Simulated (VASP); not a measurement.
Input of a VASP 6.6.1 run:

The input INCAR:

```
SYSTEM = Fe
  PREC = Accurate
  ENCUT = 520
  EDIFF = 1E-6
  ISMEAR = -1
  SIGMA = 0.05
  LREAL = .False.
  LASPH = .True.
  NELM = 150
  ALGO = Fast
  ISIF = 2
  LWAVE = .False.
  LCHARG = .True.
  ISPIN = 2
  MAGMOM = 3
  LORBIT = 11
  LMAXMIX = 4
  LELF = .True.
  LVHAR = .True.
  NBANDS = 14
```

KPOINTS

```
regular mesh
0
Gamma
  13 13 13
  0 0 0
```

File POSCAR:

```
Fe
1.0
    0.0000000000      1.9287074879      1.9519161397
    1.4883827645      0.0000000000      1.9519161397
    1.4883827645      1.9287074879      0.0000000000
Fe
1
Direct
    0.0000000000      0.0000000000      0.0000000000
```

Potentials or basis: VASP PAW LDA potentials, release 64 (Fe).

Run with:

```bash
$ cat potpaw_LDA.64/Fe/POTCAR > POTCAR
$ mpirun -np 1 vasp_std > vasp.out
```

(1) Predict the pressure.

(2) Predict the net moment.

Answers

(1) -16.4 GPa.

(2) 2.07 μB per cell.
